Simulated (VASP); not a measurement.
# HfO2 (Fm-3m) in VASP: a series of runs

Runs on HfO2. Level: LDA. Tasks: single point, relaxation of cell and atoms.

Everything below comes from runs of VASP 6.6.1. Logs are shortened: lines on timing, memory, paths and dates and some standing lists are left out, and cuts for length are marked.

## Step 1: The cell of the first run

Symmetry: Fm-3m, No. 225, cubic system. The conventional cell has a = 5.001 Å, b = 5.001 Å, c = 5.001 Å, α = 90.00°, β = 90.00°, γ = 90.00°. Hf (site symmetry m-3m) has 8 O at 2.17 Å within 2.9 Å. Within 2.9 Å of O (site symmetry -43m) lie 4 Hf at 2.17 Å and 6 O at 2.50 Å.

## Step 2: Single point, LDA

The input, INCAR:

```
SYSTEM = HfO2
PREC = Accurate
ENCUT = 520
EDIFF = 1E-7
ISMEAR = 0
SIGMA = 0.02
LREAL = .False.
LASPH = .True.
NELM = 80
ALGO = Normal
ISIF = 2
LWAVE = .False.
LCHARG = .False.
NBANDS = 18
```

The input, KPOINTS:

```
Automatic mesh
0
Gamma
  8 8 8
  0 0 0
```

The input, POSCAR:

```
HfO2
1.0
    0.0000000000      2.5005395269      2.5005395269
    2.5005395269      0.0000000000      2.5005395269
    2.5005395269      2.5005395269      0.0000000000
Hf O
1 2
Direct
    0.0000000000      0.0000000000      0.0000000000
    0.2500000000      0.2500000000      0.2500000000
    0.7500000000      0.7500000000      0.7500000000
```

Potentials or basis: VASP PAW LDA potentials, release 64 (Hf_pv, O).

On the command line:

```
cat potpaw_LDA.64/Hf_pv/POTCAR potpaw_LDA.64/O/POTCAR > POTCAR
mpirun -np 1 vasp_std > vasp.out
```

OUTCAR:

```text
SYSTEM = HfO2
   PREC = Accurate
   ENCUT = 520
   EDIFF = 1E-7
   ISMEAR = 0
   LREAL = .False.
   LASPH = .True.
   NELM = 80
   ISIF = 2

 ion  position               nearest neighbor table
   1  0.000  0.000  0.000-   3 2.17   3 2.17   3 2.17   2 2.17   3 2.17   2 2.17   2 2.17   2 2.17

   2  0.250  0.250  0.250-   1 2.17   1 2.17   1 2.17   1 2.17
   3  0.750  0.750  0.750-   1 2.17   1 2.17   1 2.17   1 2.17

  LATTYP: Found a face centered cubic cell.
 ALAT       =     5.0010790538

  Lattice vectors:

 A1 = (   0.0000000000,   2.5005395269,   2.5005395269)
 A2 = (   2.5005395269,   0.0000000000,   2.5005395269)
 A3 = (   2.5005395269,   2.5005395269,   0.0000000000)

Analysis of symmetry for initial positions (statically):
=====================================================================
 Subroutine PRICEL returns:
 Original cell was already a primitive cell.

 Routine SETGRP: Setting up the symmetry group for a
 face centered cubic supercell.

 Subroutine GETGRP returns: Found 48 space group operations
 (whereof 48 operations were pure point group operations)
 out of a pool of 48 trial point group operations.

The static configuration has the point symmetry O_h .

Analysis of symmetry for dynamics (positions and initial velocities):
=====================================================================
 Subroutine PRICEL returns:
 Original cell was already a primitive cell.

 Routine SETGRP: Setting up the symmetry group for a
 face centered cubic supercell.

 Subroutine GETGRP returns: Found 48 space group operations
 (whereof 48 operations were pure point group operations)
 out of a pool of 48 trial point group operations.

The dynamic configuration has the point symmetry O_h .

 Subroutine INISYM returns: Found 48 space group operations
 (whereof 48 operations are pure point group operations),
 and found     1 'primitive' translations

----------------------------------------------------------------------------------------

                                     Primitive cell

  volume of cell :      31.2702

  direct lattice vectors                    reciprocal lattice vectors
     0.000000000  2.500539527  2.500539527    -0.199956847  0.199956847  0.199956847
     2.500539527  0.000000000  2.500539527     0.199956847 -0.199956847  0.199956847
     2.500539527  2.500539527  0.000000000     0.199956847  0.199956847 -0.199956847

  length of vectors
     3.536296912  3.536296912  3.536296912     0.346335419  0.346335419  0.346335419

  position of ions in fractional coordinates (direct lattice)
     0.000000000  0.000000000  0.000000000
     0.250000000  0.250000000  0.250000000
     0.750000000  0.750000000  0.750000000

  ion indices of the primitive-cell ions
   primitive index   ion index
                 1           1
                 2           2
                 3           3

----------------------------------------------------------------------------------------

 KPOINTS: Automatic mesh

Automatic generation of k-mesh.
 Grid dimensions read from file:
 generate k-points for:    8    8    8

 Generating k-lattice:

  Cartesian coordinates                     Fractional coordinates (reciprocal lattice)
    -0.024994606  0.024994606  0.024994606     0.125000000  0.000000000  0.000000000
     0.024994606 -0.024994606  0.024994606     0.000000000  0.125000000  0.000000000
     0.024994606  0.024994606 -0.024994606     0.000000000  0.000000000  0.125000000

  Length of vectors
     0.043291927  0.043291927  0.043291927

  Shift w.r.t. Gamma in fractional coordinates (k-lattice)
     0.000000000  0.000000000  0.000000000

 Subroutine IBZKPT returns following result:
 ===========================================

 Found     29 irreducible k-points:

 Following reciprocal coordinates:
            Coordinates               Weight
  0.000000  0.000000  0.000000      1.000000
  0.125000  0.000000  0.000000      8.000000
  0.250000  0.000000  0.000000      8.000000
  0.375000  0.000000  0.000000      8.000000
  0.500000  0.000000  0.000000      4.000000
[... 42 lines left out ...]
  free energy    TOTEN  =       -33.06782046 eV

  energy without entropy =      -33.06782046  energy(sigma->0) =      -33.06782046

 E-fermi :   4.6036     XC(G=0): -12.5284

 val. band max:        4.4199657113   @ k =   0.5000   0.5000   0.0000
 cond. band min:       8.1217213015   @ k =   0.5000   0.5000   0.0000
 fundamental gap:      3.7017555902
 Fermi energy:         4.6035694338

 k-point     1 :       0.0000    0.0000    0.0000
  band No.  band energies     occupation
      1     -24.8927      2.00000
      2     -24.8927      2.00000
      3     -24.8927      2.00000
      4     -14.3173      2.00000
      5     -10.9420      2.00000
      6      -1.2464      2.00000
[... 10 lines left out ...]
     17      15.3112      0.00000
     18      17.2626      0.00000

 k-point     2 :       0.1250    0.0000    0.0000
  band No.  band energies     occupation
      1     -24.9784      2.00000
      2     -24.9019      2.00000
      3     -24.9019      2.00000
      4     -14.0783      2.00000
      5     -11.1409      2.00000
      6      -1.0864      2.00000
[... 10 lines left out ...]
     17      15.0129      0.00000
     18      17.2577      0.00000

 k-point     3 :       0.2500    0.0000    0.0000
  band No.  band energies     occupation
      1     -25.1753      2.00000
      2     -24.9239      2.00000
      3     -24.9239      2.00000
      4     -13.5219      2.00000
      5     -11.5236      2.00000
      6      -0.6946      2.00000
[... 10 lines left out ...]
     17      14.4917      0.00000
     18      17.1761      0.00000

 k-point     4 :       0.3750    0.0000    0.0000
  band No.  band energies     occupation
      1     -25.3599      2.00000
      2     -24.9458      2.00000
      3     -24.9458      2.00000
      4     -13.0783      2.00000
      5     -11.6946      2.00000
      6      -0.3157      2.00000
[... 375 lines left out ...]
      4     -13.0323      2.00000
      5     -11.8183      2.00000
      6      -0.6722      2.00000
[... 10 lines left out ...]
     17      14.5687      0.00000
     18      17.2411      0.00000

 k-point    23 :       0.5000    0.2500    0.1250
  band No.  band energies     occupation
      1     -25.3245      2.00000
      2     -25.0833      2.00000
      3     -24.9773      2.00000
      4     -12.6178      2.00000
      5     -11.9528      2.00000
      6      -0.6853      2.00000
[... 10 lines left out ...]
     17      15.3563      0.00000
     18      17.2298      0.00000

 k-point    24 :      -0.3750    0.2500    0.1250
  band No.  band energies     occupation
      1     -25.3597      2.00000
      2     -25.1109      2.00000
      3     -24.9897      2.00000
      4     -12.5503      2.00000
      5     -11.8822      2.00000
      6      -0.6888      2.00000
[... 10 lines left out ...]
     17      15.4434      0.00000
     18      17.2269      0.00000

 [... further k-points ...]

------------------------ aborting loop because EDIFF is reached ----------------------------------------

  FORCE on cell =-STRESS in cart. coord.  units (eV):
  Direction    XX          YY          ZZ          XY          YZ          ZX
  --------------------------------------------------------------------------------------
  -------------------------------------------------------------------------------------
  Total       -0.6297531     -0.6297531     -0.6297531     -0.0000000     -0.0000000      0.0000000
  in kB      -32.2663438    -32.2663438    -32.2663438     -0.0000000     -0.0000000      0.0000000
  external PRESSURE =     -32.2663438 kB  Pullay stress =       0.0000000 kB

 VOLUME and BASIS-vectors are now :
 -----------------------------------------------------------------------------
  energy-cutoff  :      520.00
  volume of cell :       31.27
      direct lattice vectors                 reciprocal lattice vectors
     0.000000000  2.500539527  2.500539527    -0.199956847  0.199956847  0.199956847
     2.500539527  0.000000000  2.500539527     0.199956847 -0.199956847  0.199956847
     2.500539527  2.500539527  0.000000000     0.199956847  0.199956847 -0.199956847

 POSITION                                       TOTAL-FORCE (eV/Angst)
 -----------------------------------------------------------------------------------
      0.00000      0.00000      0.00000        -0.000000     -0.000000      0.000000
      1.25027      1.25027      1.25027        -0.000000     -0.000000     -0.000000
      3.75081      3.75081      3.75081         0.000000      0.000000      0.000000
 -----------------------------------------------------------------------------------
    total drift:                                0.000000      0.000000      0.000000

  FREE ENERGIE OF THE ION-ELECTRON SYSTEM (eV)
  ---------------------------------------------------
  free  energy   TOTEN  =       -33.0678204634 eV

  energy  without entropy=      -33.0678204634  energy(sigma->0) =      -33.06782046
```

Run time: 15 s. Hardware: 1 thread of Intel Xeon Platinum 8488C (Sapphire Rapids), shared host; peak memory 0.15 GiB.

What came out:

```
Free energy            : -33.0678 eV
Pressure               : -3.2 GPa
Band gap on the k mesh : 3.70 eV, direct
```

Levels at points of the mesh, in eV from the valence-band top:
```
           k point  band 9  band 10  band 11  band 12  band 13  band 14
(0.00, 0.00, 0.00)   -0.63    -0.63    -0.63     3.78     3.78     6.02
(0.50, 0.00, 0.00)   -2.85    -1.89    -1.89     4.57     4.57     7.33
(0.50, 0.50, 0.00)   -1.62    -1.62     0.00     3.70     5.54     6.98
```

Caveat: spin-orbit coupling is left out, which moves the levels of the heavy elements. A k mesh can miss the band edges.

## Step 3: Single point, LDA

The input, INCAR:

```
  PREC = Accurate
  ENCUT = 520
  EDIFF = 1E-6
  ISMEAR = 0
  SIGMA = 0.01
  LREAL = F
  LASPH = T
  NELM = 60
  ALGO = Normal
  ISIF = 2
  LWAVE = F
  LCHARG = F
  NBANDS = 18
```

The input, KPOINTS:

```
Automatic mesh
0
Gamma
  8 8 8
```

The input, POSCAR:

```
HfO2
1.0
    0.0000000000      2.5004917822      2.5004917822
    2.5004917822      0.0000000000      2.5004917822
    2.5004917822      2.5004917822      0.0000000000
Hf O
1 2
Direct
    0.0000000000      0.0000000000      0.0000000000
    0.2500000000      0.2500000000      0.2500000000
    0.7500000000      0.7500000000      0.7500000000
```

Potentials or basis: VASP PAW LDA potentials, release 64 (Hf_pv, O).

On the command line:

```
cat potpaw_LDA.64/Hf_pv/POTCAR potpaw_LDA.64/O/POTCAR > POTCAR
mpirun -np 1 vasp_std > vasp.out
```

It took 10 s on 1 thread of Intel Xeon Platinum 8488C (Sapphire Rapids), shared host; peak memory 0.15 GiB.

Results (log left out):

```yaml
Free_energy: -33.0679 eV
Pressure: -3.2 GPa
Band_gap_on_the_k_mesh: 3.70 eV, direct
```

Levels at points of the mesh, in eV from the valence-band top:
```
           k point  band 8  band 9  band 10  band 11  band 12  band 13  band 14  band 15
(0.00, 0.00, 0.00)   -5.67   -0.63    -0.63    -0.63     3.78     3.78     6.02    10.89
(0.50, 0.00, 0.00)   -3.13   -2.85    -1.89    -1.89     4.57     4.57     7.33     8.93
(0.50, 0.50, 0.00)   -3.57   -1.62    -1.62     0.00     3.70     5.54     6.98     8.45
```

Caveat: spin-orbit coupling is left out, which moves the levels of the heavy elements. LDA gaps usually lie below the measured ones, often by a third to a half.

## Step 4: Relaxation of cell and atoms, LDA

The input, INCAR:

```
PREC = Accurate
ENCUT = 600
EDIFF = 1E-7
ISMEAR = 0
SIGMA = 0.02
LREAL = F
LASPH = T
NELM = 80
ALGO = Normal
ISIF = 3
LWAVE = F
LCHARG = F
GGA = CA
IBRION = 2
NSW = 100
EDIFFG = -0.005
```

The input, KPOINTS:

```
regular mesh
0
Gamma
  8 8 8
```

The input, POSCAR:

```
HfO2
1.0
    0.0000000000      2.5005395269      2.5005395269
    2.5005395269      0.0000000000      2.5005395269
    2.5005395269      2.5005395269      0.0000000000
Hf O
1 2
Direct
    0.0000000000      0.0000000000      0.0000000000
    0.2500000000      0.2500000000      0.2500000000
    0.7500000000      0.7500000000      0.7500000000
```

On the command line:

```
cat potpaw_LDA.64/Hf_pv/POTCAR potpaw_LDA.64/O/POTCAR > POTCAR
mpirun -np 1 vasp_std > vasp.out
```

Run time: 21 s. Hardware: 1 thread of Intel Xeon Platinum 8488C (Sapphire Rapids), shared host; peak memory 0.16 GiB.

Results (log left out):

- Free energy: -33.0784 eV
- Relaxed volume: 10.29 Å³/atom
- Relaxed cell: a = 3.522 Å, b = 3.522 Å, c = 3.522 Å, α = 60.00°, β = 60.00°, γ = 60.00°
- Space group after relaxing (to 0.05 Å): Fm-3m (No. 225)
- Energy gained by relaxing: 1.4 meV/atom
- Ionic steps: 3
- Pressure after relaxing: 0.0 GPa
- Band gap on the k mesh: 3.74 eV, direct

The path:
```tsv
step	energy change (eV)	largest force (eV/Å)	pressure (GPa)	volume (Å³)
1	0.0000	0.0000	-3.52	31.27
2	0.0080	0.0000	6.30	30.24
3	-0.0043	0.0000	-0.02	30.88
```

Final structure:
```xyz
3
Lattice="0.0000 2.4902 2.4902 2.4902 0.0000 2.4902 2.4902 2.4902 0.0000" Properties=species:S:1:pos:R:3 pbc="T T T"
Hf    0.0000    0.0000    0.0000
O     1.2451    1.2451    1.2451
O     3.7353    3.7353    3.7353
```

Levels at points of the mesh, in eV from the valence-band top:
| k point | band 9 | band 10 | band 11 | band 12 | band 13 | band 14 |
| --- | --- | --- | --- | --- | --- | --- |
| (0.00, 0.00, 0.00) | -0.64 | -0.64 | -0.64 | 3.80 | 3.80 | 6.12 |
| (0.50, 0.00, 0.00) | -2.88 | -1.90 | -1.90 | 4.62 | 4.62 | 7.46 |
| (0.50, 0.50, 0.00) | -1.64 | -1.64 | 0.00 | 3.74 | 5.61 | 7.10 |

Caveat: spin-orbit coupling is left out, which moves the levels of the heavy elements.

## Step 5: Relaxation of cell and atoms, LDA

The input, INCAR:

```
SYSTEM = HfO2
  ALGO = Normal
  EDIFF = 1E-6
  EDIFFG = -0.001
  ENCUT = 600
  GGA = CA
  IBRION = 2
  ISIF = 3
  ISMEAR = 0
  LASPH = .True.
  LCHARG = .False.
  LREAL = .False.
  LWAVE = .False.
  NELM = 80
  NSW = 80
  PREC = Accurate
  SIGMA = 0.01
```

The input, KPOINTS:

```
k-points
0
Gamma
  8 8 8
  0 0 0
```

POSCAR is that of step 4.

On the command line:

```
cat potpaw_LDA.64/Hf_pv/POTCAR potpaw_LDA.64/O/POTCAR > POTCAR
mpirun -np 1 vasp_std > vasp.out
```

It took 18 s on 1 thread of Intel Xeon Platinum 8488C (Sapphire Rapids), shared host; peak memory 0.16 GiB.

The run converged. Its results:

* Free energy: -33.0784 eV
* Relaxed volume: 10.29 Å³/atom
* Relaxed cell: a = 3.522 Å, b = 3.522 Å, c = 3.522 Å, α = 60.00°, β = 60.00°, γ = 60.00°
* Space group after relaxing (to 0.05 Å): Fm-3m (No. 225)
* Energy gained by relaxing: 1.4 meV/atom
* Ionic steps: 3
* Pressure after relaxing: 0.0 GPa
* Band gap on the k mesh: 3.74 eV, direct

Step by step:
```
step  energy change (eV)  largest force (eV/Å)  pressure (GPa)  volume (Å³)
   1              0.0000                0.0000           -3.51        31.27
   2              0.0079                0.0000            6.29        30.25
   3             -0.0043                0.0000           -0.01        30.88
```

Final structure:
```
Hf O
1.0
     0.00000    2.49017    2.49017
     2.49017    0.00000    2.49017
     2.49017    2.49017    0.00000
Hf O
1 2
Direct
  0.00000 0.00000 0.00000
  0.25000 0.25000 0.25000
  0.75000 0.75000 0.75000
```

Levels at points of the mesh, in eV from the valence-band top:
```
           k point  band 7  band 8  band 9  band 10  band 11  band 12  band 13  band 14  band 15
(0.00, 0.00, 0.00)   -5.75   -5.75   -0.64    -0.64    -0.64     3.81     3.81     6.12    11.06
(0.50, 0.00, 0.00)   -4.66   -3.14   -2.88    -1.90    -1.90     4.62     4.62     7.46     8.97
(0.50, 0.50, 0.00)   -3.60   -3.60   -1.64    -1.64     0.00     3.74     5.61     7.10     8.56
```

Caveat: spin-orbit coupling is left out, which moves the levels of the heavy elements.

## Step 6: Single point, LDA

This run uses another cell than the first one, of 10.28 Å³/atom, 0.986 times its volume.

The input, INCAR:

```
SYSTEM = HfO2
PREC     = Accurate       ! precision mode
ENCUT    = 520            ! plane-wave cutoff, eV
EDIFF    = 1E-6           ! SCF threshold, eV
ISMEAR   = 0              ! smearing method
SIGMA    = 0.01           ! smearing width, eV
LREAL    = .FALSE.        ! projectors in reciprocal space
LASPH    = .TRUE.         ! aspherical terms in the spheres
NELM     = 60             ! most SCF steps
ALGO     = Normal         ! electronic algorithm
ISIF     = 2              ! what is computed and relaxed
LWAVE    = .FALSE.        ! write WAVECAR
LCHARG   = .FALSE.        ! write CHGCAR
GGA      = CA             ! functional
NBANDS   = 18             ! bands
```

The input, KPOINTS:

```
Automatic mesh
0
G
  8 8 8
  0 0 0
```

The input, POSCAR:

```
HfO2
1.0
    0.0000000000      2.4890686132      2.4890686132
    2.4890686132      0.0000000000      2.4890686132
    2.4890686132      2.4890686132      0.0000000000
Hf O
1 2
Direct
    0.0000000000      0.0000000000      0.0000000000
    0.2500000000      0.2500000000      0.2500000000
    0.7500000000      0.7500000000      0.7500000000
```

Potentials or basis: VASP PAW LDA potentials, release 64 (Hf_pv, O).

On the command line:

```
cat potpaw_LDA.64/Hf_pv/POTCAR potpaw_LDA.64/O/POTCAR > POTCAR
mpirun -np 1 vasp_std > vasp.out
```

Run time: 15 s. Hardware: 1 thread of Intel Xeon Platinum 8488C (Sapphire Rapids), shared host; peak memory 0.15 GiB.

Results (log left out):

```
Free energy            : -33.0706 eV
Pressure               : 0.7 GPa
Band gap on the k mesh : 3.74 eV, direct
```

Levels at points of the mesh, in eV from the valence-band top:
```csv
k point,band 7,band 8,band 9,band 10,band 11,band 12,band 13,band 14,band 15,band 16
"(0.00, 0.00, 0.00)",-5.76,-5.76,-0.64,-0.64,-0.64,3.81,3.81,6.13,11.07,11.07
"(0.50, 0.00, 0.00)",-4.67,-3.15,-2.88,-1.90,-1.90,4.62,4.62,7.47,8.97,9.91
"(0.50, 0.50, 0.00)",-3.60,-3.60,-1.65,-1.65,0.00,3.74,5.62,7.11,8.57,8.57
```

Caveat: spin-orbit coupling is left out, which moves the levels of the heavy elements. A hybrid or GW would open this gap; LDA tends to underestimate it.

## Step 7: Overview

```tsv
task	cell	cutoff (eV)	smearing	gap on the mesh (eV)	pressure (GPa)	relaxed volume (Å³/atom)
single point	a = 3.536 Å, angles 60.0°, 3 atoms	520	gaussian 0.02 eV	3.70	-3.2	-
single point	a = 3.536 Å, angles 60.0°, 3 atoms	520	gaussian 0.01 eV	3.70	-3.2	-
relaxation of cell and atoms	relaxed from a = 3.536 Å, angles 60.0°, 3 atoms	600	gaussian 0.02 eV	3.74	0.0	10.29
relaxation of cell and atoms	relaxed from a = 3.536 Å, angles 60.0°, 3 atoms	600	gaussian 0.01 eV	3.74	0.0	10.29
single point	a = 3.520 Å, angles 60.0°, 3 atoms	520	gaussian 0.01 eV	3.74	0.7	-
```

Alike in all rows: level LDA; potentials or basis VASP PAW LDA potentials, release 64 (Hf_pv, O); no spin polarisation; k mesh 8 × 8 × 8.

Caveats: spin-orbit coupling is left out, which moves the levels of the heavy elements.

Absolute energies hang on the potentials; compare differences alone.
